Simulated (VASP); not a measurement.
# Cu (Fm-3m) in VASP: a series of runs

The runs below take Cu through density of states, with PBE.

All numbers are computed with VASP 6.6.1; they aren't measurements. Logs are shortened: lines on timing, memory, paths and dates and some standing lists are left out, and cuts for length are marked.

### 1 The cell of the first run

It takes space group Fm-3m (No. 225, cubic). The conventional cell has a = 3.629 Å, b = 3.629 Å, c = 3.629 Å, α = 90.00°, β = 90.00°, γ = 90.00°. Within 3.4 Å of Cu (site symmetry m-3m) lie 12 Cu at 2.57 Å.

### 2 Density of states, PBE

Contents of POSCAR:

```
Cu
1.0
    0.0000000000      1.8146014623      1.8146014623
    1.8146014623      0.0000000000      1.8146014623
    1.8146014623      1.8146014623      0.0000000000
Cu
1
Direct
    0.0000000000      0.0000000000      0.0000000000
```

Contents of INCAR.step1:

```
  PREC = Accurate
  ENCUT = 520
  EDIFF = 1E-7
  ISMEAR = 0
  SIGMA = 0.05
  LREAL = F
  LASPH = T
  NELM = 60
  ALGO = Normal
  ISIF = 2
  LWAVE = F
  LCHARG = T
  LMAXMIX = 4
  GGA = PE
  NBANDS = 12
```

Contents of KPOINTS.step1:

```
Automatic mesh
0
Gamma
  20 20 20
```

Contents of INCAR.step2:

```
  PREC = Accurate
  ENCUT = 520
  EDIFF = 1E-7
  ISMEAR = -5
  SIGMA = 0.05
  LREAL = F
  LASPH = T
  NELM = 60
  ALGO = Normal
  ISIF = 2
  LWAVE = F
  LCHARG = F
  LMAXMIX = 4
  GGA = PE
  LORBIT = 11
  NEDOS = 2001
  ICHARG = 11
```

Contents of KPOINTS.step2:

```
Automatic mesh
0
Gamma
  30 30 30
```

Potentials or basis: VASP PAW PBE potentials, release 64 (Cu).

Launch:

```console
cat potpaw_PBE.64/Cu/POTCAR > POTCAR
cp INCAR.step1 INCAR
cp KPOINTS.step1 KPOINTS
mpirun -np 1 vasp_std > vasp.out
cp INCAR.step2 INCAR
cp KPOINTS.step2 KPOINTS
mpirun -np 1 vasp_std > vasp.out
```

OUTCAR:

```text
PREC = Accurate
   ENCUT = 520
   EDIFF = 1E-7
   ISMEAR = -5
   LREAL = F
   LASPH = T
   NELM = 60
   ISIF = 2
   GGA = PE
   LORBIT = 11
   ICHARG = 11

 ion  position               nearest neighbor table
   1  0.000  0.000  0.000-

  LATTYP: Found a face centered cubic cell.
 ALAT       =     3.6292029246

  Lattice vectors:

 A1 = (   0.0000000000,   1.8146014623,   1.8146014623)
 A2 = (   1.8146014623,   0.0000000000,   1.8146014623)
 A3 = (   1.8146014623,   1.8146014623,   0.0000000000)

Analysis of symmetry for initial positions (statically):
=====================================================================
 Subroutine PRICEL returns:
 Original cell was already a primitive cell.

 Routine SETGRP: Setting up the symmetry group for a
 face centered cubic supercell.

 Subroutine GETGRP returns: Found 48 space group operations
 (whereof 48 operations were pure point group operations)
 out of a pool of 48 trial point group operations.

The static configuration has the point symmetry O_h .

Analysis of symmetry for dynamics (positions and initial velocities):
=====================================================================
 Subroutine PRICEL returns:
 Original cell was already a primitive cell.

 Routine SETGRP: Setting up the symmetry group for a
 face centered cubic supercell.

 Subroutine GETGRP returns: Found 48 space group operations
 (whereof 48 operations were pure point group operations)
 out of a pool of 48 trial point group operations.

The dynamic configuration has the point symmetry O_h .

 Subroutine INISYM returns: Found 48 space group operations
 (whereof 48 operations are pure point group operations),
 and found     1 'primitive' translations

----------------------------------------------------------------------------------------

                                     Primitive cell

  volume of cell :      11.9502

  direct lattice vectors                    reciprocal lattice vectors
     0.000000000  1.814601462  1.814601462    -0.275542597  0.275542597  0.275542597
     1.814601462  0.000000000  1.814601462     0.275542597 -0.275542597  0.275542597
     1.814601462  1.814601462  0.000000000     0.275542597  0.275542597 -0.275542597

  length of vectors
     2.566233998  2.566233998  2.566233998     0.477253778  0.477253778  0.477253778

  position of ions in fractional coordinates (direct lattice)
     0.000000000  0.000000000  0.000000000

  ion indices of the primitive-cell ions
   primitive index   ion index
                 1           1

----------------------------------------------------------------------------------------

 KPOINTS: Automatic mesh

Automatic generation of k-mesh.
 Grid dimensions read from file:
 generate k-points for:   30   30   30

 Generating k-lattice:

  Cartesian coordinates                     Fractional coordinates (reciprocal lattice)
    -0.009184753  0.009184753  0.009184753     0.033333333  0.000000000  0.000000000
     0.009184753 -0.009184753  0.009184753     0.000000000  0.033333333  0.000000000
     0.009184753  0.009184753 -0.009184753     0.000000000  0.000000000  0.033333333

  Length of vectors
     0.015908459  0.015908459  0.015908459

  Shift w.r.t. Gamma in fractional coordinates (k-lattice)
     0.000000000  0.000000000  0.000000000

 TETIRR: Found   3593 inequivalent tetrahedra from   162000

 Subroutine IBZKPT returns following result:
 ===========================================

 Found    752 irreducible k-points:

 Following reciprocal coordinates:
            Coordinates               Weight
  0.000000  0.000000  0.000000      1.000000
  0.033333  0.000000  0.000000      8.000000
  0.066667  0.000000  0.000000      8.000000
  0.100000  0.000000  0.000000      8.000000
  0.133333  0.000000  0.000000      8.000000
  0.166667  0.000000  0.000000      8.000000
[... 16 lines left out ...]
  0.233333  0.033333  0.000000     24.000000
  0.266667  0.033333  0.000000     24.000000
 [... further k-points ...]
   k-points           NKPTS =    752   k-points in BZ     NKDIM =    752   number of bands    NBANDS=      9
   number of dos      NEDOS =   2001   number of ions     NIONS =      1
   total plane-waves  NPLWV =   8000
   dimension x,y,z NGX =    20 NGY =   20 NGZ =   20
   dimension x,y,z NGXF=    40 NGYF=   40 NGZF=   40
   ions per type =               1
   NGX,Y,Z   is equivalent  to a cutoff of  12.96, 12.96, 12.96 a.u.
   NGXF,Y,Z  is equivalent  to a cutoff of  25.91, 25.91, 25.91 a.u.
 SYSTEM =  unknown system
   PREC   = accura    normal or accurate (medium, high low for compatibility)
   ISTART =      0    job   : 0-new  1-cont  2-samecut
   ICHARG =     11    charge: 1-file 2-atom 10-const
   ISPIN  =      1    spin polarized calculation?
   LNONCOLLINEAR =      F non collinear calculations
   LSORBIT =      F    spin-orbit coupling
   LASPH  =      T    aspherical Exc in radial PAW
   ENCUT  =  520.0 eV  38.22 Ry    6.18 a.u.   4.77  4.77  4.77*2*pi/ulx,y,z
   NELM   =     60;   NELMIN=  2; NELMDL=  0     # of ELM steps
   EDIFF  = 0.1E-06   stopping-criterion for ELM
   LREAL  =      F    real-space projection
   EDIFFG = 0.1E-05   stopping-criterion for IOM
   NSW    =      0    number of steps for IOM
   IBRION =     -1    ionic relax: 0-MD 1-quasi-New 2-CG
   NFREE  =      0    steps in history (QN), initial steepest desc. (CG)
   ISIF   =      2    stress and relaxation
   ISYM   =      2    0-nonsym 1-usesym 2-fastsym
   POTIM  = 0.5000    time-step for ionic-motion
   TEBEG  =    0.0;   TEEND  =   0.0 temperature during run
   PSTRESS=    0.0 pullay stress
   NELECT =      11.0000    total number of electrons
   NUPDOWN=      -1.0000    fix difference up-down
   EMIN   =  10.00;   EMAX   =-10.00  energy-range for DOS
   EFERMI =   0.00;   METHOD = LEGACY
   ISMEAR =    -5;   SIGMA  =   0.05  broadening in eV -4-tet -1-fermi 0-gaus
   EFERMI_NEDOS =   21; number of points for ismear=-14 and -15
   IALGO  =     38    algorithm
   IMIX   =      4    mixing-type and parameters
     AMIX     =   0.40;   BMIX     =  1.00
     AMIX_MAG =   1.60;   BMIX_MAG =  1.00
  volume/ion in A,a.u.               =      11.95        80.64
  Fermi-wavevector in a.u.,A,eV,Ry     =   1.592506  3.009400 34.505410  2.536076
  Thomas-Fermi vector in A             =   2.690881
   LORBIT       =     11    0 simple, 1 ext, 2 COOP (PROOUT), +10 PAW based schemes
   GGA     = PE    functional components
   LHFCALC =     F    Hartree Fock is set to
   AEXX    =    0.0000 exact exchange contribution
   IVDW    =     0    specifies the selected vdW correction
   LEPSILON=     F    determine dielectric tensor
   LRPA    =     F    only Hartree local field effects (RPA)
 non-spin polarized calculation
 Fermi weights with tetrahedron method with Bloechl corrections
  energy-cutoff  :      520.00
  volume of cell :       11.95
 maximum number of plane-waves:       332

 number of electron      10.9999998 magnetization

 Free energy of the ion-electron system (eV)
  ---------------------------------------------------
  ext. energy  EPLUGINS =         0.00000000
  ---------------------------------------------------
  free energy    TOTEN  =        -3.72772481 eV

  energy without entropy =       -3.72772481  energy(sigma->0) =       -3.72772481

 E-fermi :   7.4679     XC(G=0): -12.6575

 val. band max:        7.4438436894   @ k =   0.5000   0.2667   0.1000
 cond. band min:       7.4697474533   @ k =   0.5000   0.3333   0.1333
 fundamental gap:      0.0259037640
 Fermi energy:         7.4678929322

 k-point     1 :       0.0000    0.0000    0.0000
  band No.  band energies     occupation
      1      -1.8214      2.00000
      2       4.4509      2.00000
      3       4.4509      2.00000
      4       4.4509      2.00000
      5       5.2581      2.00000
      6       5.2581      2.00000
      7      29.9404      0.00000
      8      32.4936      0.00000
      9      32.4936      0.00000

 k-point     2 :       0.0333    0.0000    0.0000
  band No.  band energies     occupation
      1      -1.7812      2.00000
      2       4.4423      2.00000
      3       4.4587      2.00000
      4       4.4587      2.00000
      5       5.2549      2.00000
      6       5.2549      2.00000
      7      29.7517      0.00000
      8      31.7610      0.00000
      9      32.3457      0.00000

 k-point     3 :       0.0667    0.0000    0.0000
  band No.  band energies     occupation
      1      -1.6609      2.00000
      2       4.4175      2.00000
      3       4.4808      2.00000
      4       4.4808      2.00000
      5       5.2465      2.00000
      6       5.2465      2.00000
      7      28.8959      0.00000
      8      30.9566      0.00000
      9      32.0021      0.00000

 k-point     4 :       0.1000    0.0000    0.0000
  band No.  band energies     occupation
      1      -1.4620      2.00000
      2       4.3789      2.00000
      3       4.5140      2.00000
      4       4.5140      2.00000
      5       5.2359      2.00000
      6       5.2359      2.00000
      7      27.3885      0.00000
      8      30.6578      0.00000
      9      31.5972      0.00000

 k-point     5 :       0.1333    0.0000    0.0000
  band No.  band energies     occupation
      1      -1.1872      2.00000
      2       4.3310      2.00000
      3       4.5523      2.00000
      4       4.5523      2.00000
      5       5.2287      2.00000
      6       5.2287      2.00000
      7      25.6900      0.00000
      8      30.5033      0.00000
      9      31.1963      0.00000

 k-point     6 :       0.1667    0.0000    0.0000
  band No.  band energies     occupation
      1      -0.8407      2.00000
      2       4.2799      2.00000
      3       4.5869      2.00000
      4       4.5869      2.00000
      5       5.2330      2.00000
      6       5.2330      2.00000
      7      23.9654      0.00000
      8      30.3534      0.00000
      9      30.8253      0.00000
[... 169 lines left out ...]
 k-point    21 :       0.1667    0.0333    0.0000
  band No.  band energies     occupation
      1      -0.9293      2.00000
      2       4.2821      2.00000
      3       4.5850      2.00000
      4       4.5883      2.00000
      5       5.1800      2.00000
      6       5.2761      2.00000
      7      24.5666      0.00000
      8      29.9310      0.00000
      9      29.9378      0.00000

 k-point    22 :       0.2000    0.0333    0.0000
  band No.  band energies     occupation
      1      -0.5392      2.00000
      2       4.2332      2.00000
      3       4.6107      2.00000
      4       4.6140      2.00000
      5       5.1926      2.00000
      6       5.3006      2.00000
      7      22.8540      0.00000
      8      29.5685      0.00000
      9      29.7068      0.00000

 k-point    23 :       0.2333    0.0333    0.0000
  band No.  band energies     occupation
      1      -0.0909      2.00000
      2       4.1967      2.00000
      3       4.6161      2.00000
      4       4.6227      2.00000
      5       5.2345      2.00000
      6       5.3458      2.00000
      7      21.1770      0.00000
      8      29.2550      0.00000
      9      29.4783      0.00000

 k-point    24 :       0.2667    0.0333    0.0000
  band No.  band energies     occupation
      1       0.4008      2.00000
      2       4.1877      2.00000
      3       4.6001      2.00000
      4       4.6130      2.00000
      5       5.3058      2.00000
      6       5.4110      2.00000
      7      19.5493      0.00000
      8      28.9990      0.00000
      9      29.2504      0.00000

 [... further k-points ...]
[... 5 lines left out ...]
  --------------------------------------------------------------------------------------
  -------------------------------------------------------------------------------------
  Total       -0.0664120     -0.0664120     -0.0664120     -0.0000000      0.0000000      0.0000000
  in kB       -8.9039576     -8.9039576     -8.9039576     -0.0000000      0.0000000      0.0000000
  external PRESSURE =      -8.9039576 kB  Pullay stress =       0.0000000 kB

 VOLUME and BASIS-vectors are now :
 -----------------------------------------------------------------------------
  energy-cutoff  :      520.00
  volume of cell :       11.95
      direct lattice vectors                 reciprocal lattice vectors
     0.000000000  1.814601462  1.814601462    -0.275542597  0.275542597  0.275542597
     1.814601462  0.000000000  1.814601462     0.275542597 -0.275542597  0.275542597
     1.814601462  1.814601462  0.000000000     0.275542597  0.275542597 -0.275542597

 POSITION                                       TOTAL-FORCE (eV/Angst)
 -----------------------------------------------------------------------------------
      0.00000      0.00000      0.00000        -0.000000     -0.000000      0.000000
 -----------------------------------------------------------------------------------
    total drift:                                0.000000     -0.000000      0.000000

  FREE ENERGIE OF THE ION-ELECTRON SYSTEM (eV)
  ---------------------------------------------------
  free  energy   TOTEN  =        -3.7277248101 eV

  energy  without entropy=       -3.7277248101  energy(sigma->0) =       -3.72772481

 total charge

# of ion       s       p       d       tot
------------------------------------------
    1        0.444   0.374   9.172   9.989
```

Run time: 2.4 min. Hardware: 1 thread of Intel Xeon 8259CL, shared host; peak memory 0.2 GiB.

What came out:

| Property | Result |
| --- | --- |
| Valence electrons inside the program's atomic spheres | Cu 9.99 |

Levels at points of the mesh, in eV from the Fermi level:
```
           k point  band 3  band 4  band 5  band 6  band 7  band 8  band 9
(0.00, 0.00, 0.00)   -3.02   -3.02   -2.21   -2.21   22.47   25.03   25.03
(0.50, 0.00, 0.00)   -3.05   -1.65   -1.65   -1.00    3.67   20.97   21.86
(0.50, 0.50, 0.00)   -1.67   -1.51   -1.51    1.48    7.01   12.96   12.96
```

Caveat: tetrahedron occupations give inexact forces and stress in metals.

### 3 Density of states, PBE

Contents of POSCAR:

```
Cu
1.0
    0.0000000000      1.8146014622      1.8146014622
    1.8146014622      0.0000000000      1.8146014622
    1.8146014622      1.8146014622      0.0000000000
Cu
1
Direct
    0.0000000000      0.0000000000      0.0000000000
```

INCAR.step1 is that of step 2.

KPOINTS.step1 is that of step 2.

INCAR.step2 is that of step 2.

KPOINTS.step2 is that of step 2.

Potentials or basis: VASP PAW PBE potentials, release 64 (Cu).

Launch:

```console
cat potpaw_PBE.64/Cu/POTCAR > POTCAR
cp INCAR.step1 INCAR
cp KPOINTS.step1 KPOINTS
mpirun -np 1 vasp_std > vasp.out
cp INCAR.step2 INCAR
cp KPOINTS.step2 KPOINTS
mpirun -np 1 vasp_std > vasp.out
```

It took 57 s on 1 thread of Intel Xeon 6975P-C, shared host; peak memory 0.2 GiB.

Results (log left out):

```yaml
Valence_electrons_inside_the_program's_atomic_spheres: Cu 9.99
```

Levels at points of the mesh, in eV from the Fermi level:
```csv
k point,band 4,band 5,band 6,band 7,band 8,band 9
"(0.00, 0.00, 0.00)",-3.02,-2.21,-2.21,22.47,25.03,25.03
"(0.50, 0.00, 0.00)",-1.65,-1.65,-1.00,3.67,20.97,21.86
"(0.50, 0.50, 0.00)",-1.51,-1.51,1.48,7.01,12.96,12.96
```

Caveat: tetrahedron occupations give inexact forces and stress in metals.
